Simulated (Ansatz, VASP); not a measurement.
**Two plane-wave programs on NbSnSe4**

```xyz
6
Lattice="7.8405 0.0000 0.0000 0.0000 7.8405 0.0000 0.0000 0.0000 2.6463" Properties=species:S:1:pos:R:3 pbc="T T T"
Nb    3.9203    3.9203    0.0000
Sn    0.0000    0.0000    0.0000
Se    2.6280    0.0000    1.3231
Se    5.2125    0.0000    1.3231
Se    0.0000    5.2125    1.3231
Se    0.0000    2.6280    1.3231
```

Alike in both runs: functional PBE; k mesh 2 × 2 × 3; occupations gaussian, width 0.15 eV; no spin polarisation.

Ansatz relaxed the structure, and its values are those at the end. VASP's run is a single point on that final structure, the one shown.

|  | VASP | Ansatz |
| --- | --- | --- |
| version | VASP 6.6.1 | Ansatz 0.2.0 |
| potentials or method | VASP PAW PBE potentials, release 64 (Nb_sv, Sn_d, Se), cutoff 500 eV | scalar-relativistic, plane waves, PAW |
| valence electrons in the cell | 51 | 91 |

```tsv
	VASP	Ansatz	Ansatz less VASP
gap on the k mesh at the Fermi level (eV)	none	none	-
pressure (GPa)	0.4	0.4	-0.01
rms of the force components (eV/Å)	0.008	0.007	-0.0005
```

A gap of «none» marks a metal or a gap that the smearing closes. With one functional, cell and mesh, what is left measures potentials, basis and numerics. VASP's potentials hold 51 valence electrons a cell and Ansatz's 91, so a difference there can come from the potentials and not from the codes.

The k mesh is coarse, so the values compare programs but aren't converged.
